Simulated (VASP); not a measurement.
# CoSi2 in VASP: notebook, part 2 of 2

VASP 6.6.1. Earlier steps stand in the parts before.

## (3) Single point, PBE

The input, INCAR:

```
PREC     = Accurate       # precision mode
ENCUT    = 520            # plane-wave cutoff, eV
EDIFF    = 1E-6           # SCF threshold, eV
ISMEAR   = -1             # smearing method
SIGMA    = 0.1543         # smearing width, eV
LREAL    = Auto         
LASPH    = True           # aspherical terms in the spheres
NELM     = 60             # most SCF steps
ALGO     = Normal         # electronic algorithm
ISIF     = 2              # what is computed and relaxed
LWAVE    = False          # write WAVECAR
LCHARG   = False          # write CHGCAR
GGA      = PE             # functional
ISYM     = 0            
NBANDS   = 86             # bands
```

The input, KPOINTS:

```
Automatic mesh
0
Gamma
  1 1 1
  0.25 0.25 0.25
```

The input, POSCAR:

```
CoSi2
1.0
    7.4169260000     -0.1672480000     -0.1219080000
   -0.1672480000      7.1745680000      0.0683210000
   -0.1219080000      0.0683210000      6.7525770000
Si Co
16 8
Direct
    0.5632952745      0.6910685888      0.6825928387
   -0.0112427234      0.6242644387      0.4556433864
    0.1018703950      0.9585447445      0.8304499276
    0.8545013343      0.6964505901      0.0870672556
    0.5377230156      0.3522725339      0.8096756432
    0.7642604377      0.0633565542      0.4159354093
    0.8614516849      0.8621625909      0.6270829702
    0.7282070592      0.3767503646      0.4903626133
    0.3199095550      0.4732345416      0.3841254497
    0.2078082737      0.1039914276      0.4672640819
    0.1382371747      0.5918609804      1.0117246621
    0.8207877103      0.3673241802      0.0405262514
    0.6620074418      0.0475956690      0.0627926523
    0.4476120458      0.8029936424      0.4131340021
    0.3803004968      0.9065950086      0.9701696397
    0.1892717076      0.2568967255     -0.0021181107
    0.2591088840      0.7152624187      0.7087657056
    0.9130687612      0.9848380117      0.1687276234
    0.9347165360      0.2188595799      0.7696832954
    0.1568172619      0.4000189399      0.6435398789
    0.2032474842      0.8313559677      0.2196076288
    0.5618074446      0.0447421585      0.6579896820
    0.5528407566      0.3195063978      0.1941150341
    0.9234553871      0.6155511968      0.7660331050
```

Potentials or basis: VASP PAW PBE potentials, release 64 (Si, Co).

The run is started by

```
> cat potpaw_PBE.64/Si/POTCAR potpaw_PBE.64/Co/POTCAR > POTCAR
> mpirun -np 1 vasp_std > vasp.out
```

OUTCAR:

```text
PREC = Accurate
   ENCUT = 520
   EDIFF = 1E-6
   ISMEAR = -1
   LREAL = Auto
   LASPH = True
   NELM = 60
   ISIF = 2
   GGA = PE
   ISYM = 0

 ion  position               nearest neighbor table
   1  0.563  0.691  0.683-  14 2.14  17 2.28   7 2.52  22 2.54   5 2.56  24 2.79  15 2.92   8 2.96
                             9 3.06
   2  0.989  0.624  0.456-  24 2.17   7 2.33  20 2.40   8 2.58  17 2.66  21 2.67   4 2.70   9 2.79

   3  0.102  0.959  0.830-  15 2.28   7 2.30  19 2.31  17 2.32  16 2.49  18 2.74  10 2.77  24 2.78
                            21 2.85  11 2.90   4 3.11
   4  0.855  0.696  0.087-  18 2.17  24 2.34  11 2.34  12 2.39   2 2.70  21 2.84  13 2.95   3 3.11

   5  0.538  0.352  0.810-  22 2.47   1 2.56  12 2.57  23 2.60   8 2.62  13 2.91  16 2.97  20 3.04

   6  0.764  0.063  0.416-  18 2.13   7 2.14  22 2.26   8 2.34  13 2.48  23 2.84  19 2.88  14 2.93

   7  0.861  0.862  0.627-  24 2.05   6 2.14   3 2.30   2 2.33   1 2.52  22 2.65  19 2.78
   8  0.728  0.377  0.490-   6 2.34  23 2.38   2 2.58   5 2.62  19 2.66  22 2.86  24 2.87   1 2.96
                            12 3.14
[... 204 lines left out ...]
 k-point     1 :       0.2500    0.2500    0.2500
  band No.  band energies     occupation
      1      -4.0535      2.00000
      2      -3.0930      2.00000
      3      -2.8599      2.00000
      4      -2.3198      2.00000
      5      -1.5353      2.00000
      6      -1.1820      2.00000
[... 72 lines left out ...]
     79       9.8488      0.00011
     80      10.1897      0.00001
 [bands above 80 left out]

------------------------ aborting loop because EDIFF is reached ----------------------------------------

  FORCE on cell =-STRESS in cart. coord.  units (eV):
  Direction    XX          YY          ZZ          XY          YZ          ZX
  --------------------------------------------------------------------------------------
  -------------------------------------------------------------------------------------
  Total       -3.6240308     -1.7586962     -3.7800720      1.0378247     -1.4732570      4.1155783
  in kB      -16.1736871     -7.8488851    -16.8700830      4.6317077     -6.5749985     18.3674142
  external PRESSURE =     -13.6308851 kB  Pullay stress =       0.0000000 kB

 VOLUME and BASIS-vectors are now :
 -----------------------------------------------------------------------------
  energy-cutoff  :      520.00
  volume of cell :      359.00
      direct lattice vectors                 reciprocal lattice vectors
     7.416926000 -0.167248000 -0.121908000     0.134936682  0.003122643  0.002404492
    -0.167248000  7.174568000  0.068321000     0.003122643  0.139466907 -0.001354719
    -0.121908000  0.068321000  6.752577000     0.002404492 -0.001354719  0.148148726

 POSITION                                       TOTAL-FORCE (eV/Angst)
 -----------------------------------------------------------------------------------
      3.97913      4.91054      4.58780         1.369568     -1.502193      2.529103
      7.17359      4.34459      2.99888         1.431205     -1.033973     -2.066539
      0.49401      6.91684      5.66075        -0.375553      0.218130      0.970022
      6.21068      4.85977      0.53134        -0.505679      0.320360      0.851349
      3.83063      2.49279      5.42591        -0.604690     -0.500321     -0.012798
      5.60716      0.35515      2.71980        -1.269604      1.823410     -0.780185
[... 16 lines left out ...]
      4.02328      2.21312      1.26521        -0.191990      0.099742     -0.160524
      6.65287      4.31420      5.10218        -0.977179     -2.257255      1.214466
 -----------------------------------------------------------------------------------
    total drift:                                0.003927     -0.008138     -0.000161

  FREE ENERGIE OF THE ION-ELECTRON SYSTEM (eV)
  ---------------------------------------------------
  free  energy   TOTEN  =      -135.5791816074 eV

  energy  without entropy=     -134.0520184143  energy(sigma->0) =     -134.81560001
```

stdout:

```text
POSCAR found type information on POSCAR SiCo
 POSCAR found :  2 types and      24 ions
 scaLAPACK will be used
 LDA part: xc-table for (Slater+PW92), standard interpolation
 POSCAR, INCAR and KPOINTS ok, starting setup
 FFT: planning ... GRIDC
 FFT: planning ... GRID_SOFT
 FFT: planning ... GRID
 WAVECAR not read
 entering main loop
```

Run time: 2.6 min. Hardware: 1 thread of Intel Xeon 6975P-C (Granite Rapids), shared host; peak memory 0.36 GiB.

Results:

- Free energy: -135.5792 eV
- Pressure: -1.4 GPa
- Largest force: 3.245 eV/Å
- Band gap on the k mesh: 0.16 eV

Forces in eV/Å, atoms in the order of the input:
```
Si   1.370 -1.502  2.529
Si   1.431 -1.034 -2.067
Si  -0.376  0.218  0.970
Si  -0.506  0.320  0.851
Si  -0.605 -0.500 -0.013
Si  -1.270  1.823 -0.780
Si  -1.213  1.411  1.144
Si  -0.055  0.472  0.579
Si   0.483  0.160 -0.582
Si   0.065 -0.114 -0.413
Si   1.965 -0.865 -0.588
Si   0.345  0.019 -0.253
Si  -2.062  0.709 -1.582
Si  -0.834  1.637 -1.693
Si   0.613 -0.485 -0.177
Si   0.301  0.582  0.441
Co   0.073  0.940 -0.225
Co   2.839  0.616 -0.546
Co  -1.657 -1.214  0.542
Co   0.742 -0.396 -0.653
Co  -0.670 -0.446  1.358
Co   0.189 -0.195  0.101
Co  -0.192  0.100 -0.161
Co  -0.977 -2.257  1.214
```

Stress tensor (GPa, compression positive):
```
-1.62  0.46  1.84
 0.46 -0.78 -0.66
 1.84 -0.66 -1.69
```

Levels at points of the mesh, in eV from the valence-band top:
```csv
k point,band 64,band 65,band 66,band 67,band 68,band 69,band 70,band 71,band 72,band 73
"(0.25, 0.25, 0.25)",-0.37,-0.31,-0.16,-0.09,0.00,0.16,0.22,0.26,0.43,0.62
```

Caveat: the k points lie up to 0.93 Å⁻¹ apart.
